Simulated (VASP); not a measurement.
# ZnS (F-43m) in VASP: further runs, part 2 of 2

VASP 6.6.1. Earlier steps stand in the parts before.

**4. Electric field gradients, PBEsol (volume scaled by 0.98)**

Contents of INCAR:

```
PREC = Accurate
ENCUT = 520
EDIFF = 1E-8
ISMEAR = -1
SIGMA = 0.01
LREAL = False
LASPH = True
NELM = 60
ALGO = Normal
ISIF = 2
LWAVE = False
LCHARG = False
GGA = PS
LEFG = True
NBANDS = 16
```

Contents of KPOINTS:

```
Automatic mesh
0
Gamma
  9 9 9
```

Contents of POSCAR:

```
ZnS
1.0
    0.0000000000      2.6864974396      2.6864974396
    2.6864974396      0.0000000000      2.6864974396
    2.6864974396      2.6864974396      0.0000000000
Zn S
1 1
Direct
    0.0000000000      0.0000000000      0.0000000000
    0.7500000000      0.7500000000      0.7500000000
```

Potentials or basis: VASP PAW PBE potentials, release 64 (Zn, S).

On the command line:

```sh
$ cat potpaw_PBE.64/Zn/POTCAR potpaw_PBE.64/S/POTCAR > POTCAR
$ mpirun -np 1 vasp_std > vasp.out
```

OUTCAR:

```text
PREC = Accurate
   ENCUT = 520
   EDIFF = 1E-8
   ISMEAR = -1
   LREAL = False
   LASPH = True
   NELM = 60
   ISIF = 2
   GGA = PS

 ion  position               nearest neighbor table
   1  0.000  0.000  0.000-   2 2.33   2 2.33   2 2.33   2 2.33
   2  0.750  0.750  0.750-   1 2.33   1 2.33   1 2.33   1 2.33

  LATTYP: Found a face centered cubic cell.
 ALAT       =     5.3729948792

  Lattice vectors:

 A1 = (   0.0000000000,   2.6864974396,   2.6864974396)
 A2 = (   2.6864974396,   0.0000000000,   2.6864974396)
 A3 = (   2.6864974396,   2.6864974396,   0.0000000000)

Analysis of symmetry for initial positions (statically):
=====================================================================
 Subroutine PRICEL returns:
 Original cell was already a primitive cell.

 Routine SETGRP: Setting up the symmetry group for a
 face centered cubic supercell.

 Subroutine GETGRP returns: Found 24 space group operations
[... 642 lines left out ...]
  volume of cell :       38.78
      direct lattice vectors                 reciprocal lattice vectors
     0.000000000  2.686497440  2.686497440    -0.186115941  0.186115941  0.186115941
     2.686497440  0.000000000  2.686497440     0.186115941 -0.186115941  0.186115941
     2.686497440  2.686497440  0.000000000     0.186115941  0.186115941 -0.186115941

 POSITION                                       TOTAL-FORCE (eV/Angst)
 -----------------------------------------------------------------------------------
      0.00000      0.00000      0.00000         0.000000      0.000000     -0.000000
      4.02975      4.02975      4.02975        -0.000000     -0.000000      0.000000
 -----------------------------------------------------------------------------------
    total drift:                               -0.000002     -0.000002     -0.000001

  FREE ENERGIE OF THE ION-ELECTRON SYSTEM (eV)
  ---------------------------------------------------
  free  energy   TOTEN  =        -7.5885569987 eV

  energy  without entropy=       -7.5885569987  energy(sigma->0) =       -7.58855700

 Electric field gradients (V/A^2)
---------------------------------------------------------------------
 ion       V_xx      V_yy      V_zz      V_xy      V_xz      V_yz
---------------------------------------------------------------------
   1      -0.000    -0.000    -0.000    -0.002    -0.002    -0.002
   2       0.000     0.000     0.000    -0.000    -0.000    -0.000
---------------------------------------------------------------------

 Electric field gradients after diagonalization (V/A^2)
 (convention: |V_zz| > |V_xx| > |V_yy|)
----------------------------------------------------------------------
 ion       V_xx      V_yy      V_zz     asymmetry (V_yy - V_xx)/ V_zz
----------------------------------------------------------------------
   1       0.002     0.002    -0.004       0.000
   2       0.000     0.000    -0.001       0.000
----------------------------------------------------------------------

           NMR quadrupolar parameters

 Cq : quadrupolar parameter    Cq=e*Q*V_zz/h
 eta: asymmetry parameters     (V_yy - V_xx)/ V_zz
 Q  : nuclear electric quadrupole moment in mb (millibarn)
----------------------------------------------------------------------
 ion       Cq(MHz)       eta       Q (mb)
----------------------------------------------------------------------
   1      -0.000       0.000       1.000
   2      -0.000       0.000       1.000
----------------------------------------------------------------------
```

OSZICAR:

```text
N       E                     dE             d eps       ncg     rms          rms(c)
DAV:   1     0.888924187621E+02    0.88892E+02   -0.87454E+03  1120   0.133E+03
DAV:   2    -0.219541050354E+01   -0.91088E+02   -0.85174E+02  1272   0.264E+02
DAV:   3    -0.793676629525E+01   -0.57414E+01   -0.57187E+01  1432   0.646E+01
DAV:   4    -0.799458960983E+01   -0.57823E-01   -0.57813E-01  1304   0.663E+00
DAV:   5    -0.799525146936E+01   -0.66186E-03   -0.66184E-03  1448   0.691E-01    0.689E+00
DAV:   6    -0.761201499743E+01    0.38324E+00   -0.78713E-01  1568   0.326E+01    0.541E+00
DAV:   7    -0.759202206163E+01    0.19993E-01   -0.23942E-01  1376   0.486E+00    0.259E+00
DAV:   8    -0.758866835705E+01    0.33537E-02   -0.51526E-03  1584   0.936E-01    0.608E-01
DAV:   9    -0.758848045311E+01    0.18790E-03   -0.97240E-04  1376   0.268E-01    0.949E-02
DAV:  10    -0.758856745813E+01   -0.87005E-04   -0.16641E-04  1408   0.935E-02    0.259E-02
DAV:  11    -0.758855669909E+01    0.10759E-04   -0.30270E-05  1328   0.432E-02    0.604E-03
DAV:  12    -0.758855701679E+01   -0.31770E-06   -0.32298E-06  1464   0.166E-02    0.416E-03
DAV:  13    -0.758855700010E+01    0.16684E-07   -0.19796E-07  1360   0.330E-03    0.101E-03
DAV:  14    -0.758855699872E+01    0.13879E-08   -0.25834E-08  1456   0.428E-03
   1 F= -.75885570E+01 E0= -.75885570E+01  d E =-.162008E-12
```

stdout:

```text
POSCAR found type information on POSCAR ZnS
 POSCAR found :  2 types and       2 ions
 scaLAPACK will be used
 -----------------------------------------------------------------------------
|                                                                             |
|                                                                             |
|     You enforced a specific xc type in the INCAR file but a different       |
|     I HOPE YOU KNOW WHAT YOU ARE DOING!                                     |
|                                                                             |
 -----------------------------------------------------------------------------

 LDA part: xc-table for (Slater+PW92), standard interpolation
 POSCAR, INCAR and KPOINTS ok, starting setup
 FFT: planning ... GRIDC
 FFT: planning ... GRID_SOFT
 FFT: planning ... GRID
 WAVECAR not read
 entering main loop
ion   1

ion   2
```

It took 24 s on 1 thread of Intel Xeon 6975P-C, shared host; peak memory 0.16 GiB.

What came out:

```
Free energy            : -7.5886 eV
Pressure               : -0.5 GPa
Band gap on the k mesh : 2.05 eV, direct
```

Levels at points of the mesh, in eV from the valence-band top:
```csv
k point,band 7,band 8,band 9,band 10,band 11,band 12
"(0.00, 0.00, 0.00)",0.00,0.00,0.00,2.05,6.30,6.30
```

Caveat: without QUAD_EFG the Cq values of the log hold for a quadrupole moment of 1 mb, not for the nuclei; the PAW data sets were made with another functional, which shifts forces and pressure a little.

**5. Electric field gradients, PBEsol (volume scaled by 1.01)**

Contents of INCAR:

```
SYSTEM = ZnS
PREC = Accurate ; ENCUT = 520
EDIFF = 1E-8 ; ISMEAR = -1
SIGMA = 0.01 ; LREAL = .False.
LASPH = .True. ; NELM = 60
ALGO = Normal ; ISIF = 2
LWAVE = .False. ; LCHARG = .False.
GGA = PS ; LEFG = .True.
NBANDS = 16
```

Contents of KPOINTS:

```
Automatic mesh
0
Gamma
  9 9 9
  0 0 0
```

Contents of POSCAR:

```
ZnS
1.0
    0.0000000000      2.7136356142      2.7136356142
    2.7136356142      0.0000000000      2.7136356142
    2.7136356142      2.7136356142      0.0000000000
Zn S
1 1
Direct
    0.0000000000      0.0000000000      0.0000000000
    0.7500000000      0.7500000000      0.7500000000
```

Potentials or basis: VASP PAW PBE potentials, release 64 (Zn, S).

On the command line:

```sh
$ cat potpaw_PBE.64/Zn/POTCAR potpaw_PBE.64/S/POTCAR > POTCAR
$ mpirun -np 1 vasp_std > vasp.out
```

OUTCAR:

```text
SYSTEM = ZnS
   PREC = Accurate
   ENCUT = 520
   EDIFF = 1E-8
   ISMEAR = -1
   LREAL = .False.
   LASPH = .True.
   NELM = 60
   ISIF = 2
   GGA = PS

 ion  position               nearest neighbor table
   1  0.000  0.000  0.000-   2 2.35   2 2.35   2 2.35   2 2.35
   2  0.750  0.750  0.750-   1 2.35   1 2.35   1 2.35   1 2.35

  LATTYP: Found a face centered cubic cell.
 ALAT       =     5.4272712284

  Lattice vectors:

 A1 = (   0.0000000000,   2.7136356142,   2.7136356142)
 A2 = (   2.7136356142,   0.0000000000,   2.7136356142)
 A3 = (   2.7136356142,   2.7136356142,   0.0000000000)

Analysis of symmetry for initial positions (statically):
=====================================================================
 Subroutine PRICEL returns:
 Original cell was already a primitive cell.

 Routine SETGRP: Setting up the symmetry group for a
 face centered cubic supercell.

 Subroutine GETGRP returns: Found 24 space group operations
[... 643 lines left out ...]
  volume of cell :       39.97
      direct lattice vectors                 reciprocal lattice vectors
     0.000000000  2.713635614  2.713635614    -0.184254657  0.184254657  0.184254657
     2.713635614  0.000000000  2.713635614     0.184254657 -0.184254657  0.184254657
     2.713635614  2.713635614  0.000000000     0.184254657  0.184254657 -0.184254657

 POSITION                                       TOTAL-FORCE (eV/Angst)
 -----------------------------------------------------------------------------------
      0.00000      0.00000      0.00000        -0.000000     -0.000000     -0.000000
      4.07045      4.07045      4.07045         0.000000      0.000000      0.000000
 -----------------------------------------------------------------------------------
    total drift:                               -0.000000     -0.000000     -0.000000

  FREE ENERGIE OF THE ION-ELECTRON SYSTEM (eV)
  ---------------------------------------------------
  free  energy   TOTEN  =        -7.5767489491 eV

  energy  without entropy=       -7.5767489491  energy(sigma->0) =       -7.57674895

 Electric field gradients (V/A^2)
---------------------------------------------------------------------
 ion       V_xx      V_yy      V_zz      V_xy      V_xz      V_yz
---------------------------------------------------------------------
   1       0.000    -0.000    -0.000     0.004     0.004     0.004
   2       0.000     0.000    -0.000    -0.000    -0.000    -0.000
---------------------------------------------------------------------

 Electric field gradients after diagonalization (V/A^2)
 (convention: |V_zz| > |V_xx| > |V_yy|)
----------------------------------------------------------------------
 ion       V_xx      V_yy      V_zz     asymmetry (V_yy - V_xx)/ V_zz
----------------------------------------------------------------------
   1      -0.004    -0.004     0.007       0.000
   2       0.000     0.000    -0.000       0.000
----------------------------------------------------------------------

           NMR quadrupolar parameters

 Cq : quadrupolar parameter    Cq=e*Q*V_zz/h
 eta: asymmetry parameters     (V_yy - V_xx)/ V_zz
 Q  : nuclear electric quadrupole moment in mb (millibarn)
----------------------------------------------------------------------
 ion       Cq(MHz)       eta       Q (mb)
----------------------------------------------------------------------
   1       0.000       0.000       1.000
   2      -0.000       0.000       1.000
----------------------------------------------------------------------
```

OSZICAR:

```text
N       E                     dE             d eps       ncg     rms          rms(c)
DAV:   1     0.889888831671E+02    0.88989E+02   -0.90124E+03  1120   0.137E+03
DAV:   2    -0.216182094177E+01   -0.91151E+02   -0.84651E+02  1288   0.260E+02
DAV:   3    -0.791960516997E+01   -0.57578E+01   -0.57273E+01  1392   0.634E+01
DAV:   4    -0.797938585403E+01   -0.59781E-01   -0.59768E-01  1424   0.668E+00
DAV:   5    -0.798009581421E+01   -0.70996E-03   -0.70995E-03  1360   0.701E-01    0.649E+00
DAV:   6    -0.759932463401E+01    0.38077E+00   -0.78088E-01  1632   0.320E+01    0.514E+00
DAV:   7    -0.758015736482E+01    0.19167E-01   -0.22577E-01  1328   0.464E+00    0.247E+00
DAV:   8    -0.757683023138E+01    0.33271E-02   -0.48145E-03  1584   0.848E-01    0.576E-01
DAV:   9    -0.757666771006E+01    0.16252E-03   -0.91277E-04  1408   0.263E-01    0.976E-02
DAV:  10    -0.757675764354E+01   -0.89933E-04   -0.15740E-04  1400   0.927E-02    0.303E-02
DAV:  11    -0.757674867582E+01    0.89677E-05   -0.26638E-05  1304   0.436E-02    0.667E-03
DAV:  12    -0.757674895899E+01   -0.28317E-06   -0.25779E-06  1456   0.190E-02    0.400E-03
DAV:  13    -0.757674894275E+01    0.16237E-07   -0.29010E-07  1376   0.421E-03    0.929E-04
DAV:  14    -0.757674895572E+01   -0.12971E-07   -0.31293E-08  1496   0.447E-03    0.118E-03
DAV:  15    -0.757674894908E+01    0.66416E-08   -0.95353E-09  1008   0.122E-03
   1 F= -.75767489E+01 E0= -.75767489E+01  d E =-.162808E-12
```

stdout:

```text
POSCAR found type information on POSCAR ZnS
 POSCAR found :  2 types and       2 ions
 scaLAPACK will be used
 -----------------------------------------------------------------------------
|                                                                             |
|                                                                             |
|     You enforced a specific xc type in the INCAR file but a different       |
|     I HOPE YOU KNOW WHAT YOU ARE DOING!                                     |
|                                                                             |
 -----------------------------------------------------------------------------

 LDA part: xc-table for (Slater+PW92), standard interpolation
 POSCAR, INCAR and KPOINTS ok, starting setup
 FFT: planning ... GRIDC
 FFT: planning ... GRID_SOFT
 FFT: planning ... GRID
 WAVECAR not read
 entering main loop
ion   1

ion   2
```

It took 42 s on 1 thread of Intel Xeon 6975P-C, shared host; peak memory 0.17 GiB.

What came out:

```
Free energy            : -7.5767 eV
Pressure               : -2.7 GPa
Band gap on the k mesh : 1.92 eV, direct
```

Caveat: without QUAD_EFG the Cq values of the log hold for a quadrupole moment of 1 mb, not for the nuclei; the PAW data sets were made with another functional, which shifts forces and pressure a little.

**6. Electric field gradients, PBEsol (volume scaled by 1.01)**

Contents of INCAR:

```
ALGO = Normal ; EDIFF = 1E-8
ENCUT = 520 ; GGA = PS
ISIF = 2 ; ISMEAR = -1
LASPH = T ; LCHARG = F
LEFG = T ; LREAL = F
LWAVE = F ; NBANDS = 16
NELM = 60 ; PREC = Accurate
SIGMA = 0.01
```

Contents of KPOINTS:

```
k-points
0
Gamma
  9 9 9
```

POSCAR is that of step 5.

Potentials or basis: VASP PAW PBE potentials, release 64 (Zn, S).

On the command line:

```sh
$ cat potpaw_PBE.64/Zn/POTCAR potpaw_PBE.64/S/POTCAR > POTCAR
$ mpirun -np 1 vasp_std > vasp.out
```

OUTCAR:

```text
EDIFF = 1E-8
   ENCUT = 520
   GGA = PS
   ISIF = 2
   ISMEAR = -1
   LASPH = T
   LREAL = F
   NELM = 60
   PREC = Accurate

 ion  position               nearest neighbor table
   1  0.000  0.000  0.000-   2 2.35   2 2.35   2 2.35   2 2.35
   2  0.750  0.750  0.750-   1 2.35   1 2.35   1 2.35   1 2.35

  LATTYP: Found a face centered cubic cell.
 ALAT       =     5.4272712284

  Lattice vectors:

 A1 = (   0.0000000000,   2.7136356142,   2.7136356142)
 A2 = (   2.7136356142,   0.0000000000,   2.7136356142)
 A3 = (   2.7136356142,   2.7136356142,   0.0000000000)

Analysis of symmetry for initial positions (statically):
=====================================================================
 Subroutine PRICEL returns:
 Original cell was already a primitive cell.

 Routine SETGRP: Setting up the symmetry group for a
 face centered cubic supercell.

 Subroutine GETGRP returns: Found 24 space group operations
[... 643 lines left out ...]
  volume of cell :       39.97
      direct lattice vectors                 reciprocal lattice vectors
     0.000000000  2.713635614  2.713635614    -0.184254657  0.184254657  0.184254657
     2.713635614  0.000000000  2.713635614     0.184254657 -0.184254657  0.184254657
     2.713635614  2.713635614  0.000000000     0.184254657  0.184254657 -0.184254657

 POSITION                                       TOTAL-FORCE (eV/Angst)
 -----------------------------------------------------------------------------------
      0.00000      0.00000      0.00000        -0.000000     -0.000000     -0.000000
      4.07045      4.07045      4.07045         0.000000      0.000000      0.000000
 -----------------------------------------------------------------------------------
    total drift:                               -0.000000     -0.000000     -0.000000

  FREE ENERGIE OF THE ION-ELECTRON SYSTEM (eV)
  ---------------------------------------------------
  free  energy   TOTEN  =        -7.5767489491 eV

  energy  without entropy=       -7.5767489491  energy(sigma->0) =       -7.57674895

 Electric field gradients (V/A^2)
---------------------------------------------------------------------
 ion       V_xx      V_yy      V_zz      V_xy      V_xz      V_yz
---------------------------------------------------------------------
   1       0.000    -0.000    -0.000     0.004     0.004     0.004
   2       0.000     0.000    -0.000    -0.000    -0.000    -0.000
---------------------------------------------------------------------

 Electric field gradients after diagonalization (V/A^2)
 (convention: |V_zz| > |V_xx| > |V_yy|)
----------------------------------------------------------------------
 ion       V_xx      V_yy      V_zz     asymmetry (V_yy - V_xx)/ V_zz
----------------------------------------------------------------------
   1      -0.004    -0.004     0.007       0.000
   2       0.000     0.000    -0.000       0.000
----------------------------------------------------------------------

           NMR quadrupolar parameters

 Cq : quadrupolar parameter    Cq=e*Q*V_zz/h
 eta: asymmetry parameters     (V_yy - V_xx)/ V_zz
 Q  : nuclear electric quadrupole moment in mb (millibarn)
----------------------------------------------------------------------
 ion       Cq(MHz)       eta       Q (mb)
----------------------------------------------------------------------
   1       0.000       0.000       1.000
   2      -0.000       0.000       1.000
----------------------------------------------------------------------
```

Run time: 45 s. Hardware: 1 thread of Intel Xeon 6975P-C, shared host; peak memory 0.18 GiB.

Results:

* Free energy: -7.5767 eV
* Pressure: -2.7 GPa
* Band gap on the k mesh: 1.92 eV, direct

Caveat: without QUAD_EFG the Cq values of the log hold for a quadrupole moment of 1 mb, not for the nuclei; the PAW data sets were made with another functional, which shifts forces and pressure a little.

**7. The runs side by side**

| cell | gap on the mesh (eV) | pressure (GPa) |
| --- | --- | --- |
| a = 3.825 Å, angles 60.0°, 2 atoms | 1.97 | -2.0 |
| a = 3.799 Å, angles 60.0°, 2 atoms | 2.05 | -0.5 |
| a = 3.838 Å, angles 60.0°, 2 atoms | 1.92 | -2.7 |

Alike in all rows: task electric field gradients; level PBEsol; potentials or basis VASP PAW PBE potentials, release 64 (Zn, S); no spin polarisation; k mesh 9 × 9 × 9; cutoff (eV) 520; smearing fermi-dirac 0.01 eV.

Caveats: the PAW data sets were made with another functional, which shifts forces and pressure a little.

Total energies depend on the potentials used, so only differences within one code and one set of settings carry meaning.

**8. Against experiment**

Step 2. A measured gap of ZnS is 3.85 eV (direct; 19 K; quoted in “Electronic, vibrational, and thermodynamic properties of ZnS (zincblende and rocksalt structure)”, 2009, arxiv:0911.5022); the calculated 1.97 eV misses it by -1.88 eV. The value is that of PBEsol, without temperature or zero-point motion. Semilocal functionals fall short of measured gaps as a rule.

Step 3. Measured gap of ZnS: 3.85 eV (direct; 19 K; quoted in “Electronic, vibrational, and thermodynamic properties of ZnS (zincblende and rocksalt structure)”, 2009, arxiv:0911.5022). This calculation gives 1.97 eV (-1.88 eV). The value is that of PBEsol, without temperature or zero-point motion. Semilocal functionals fall short of measured gaps as a rule.
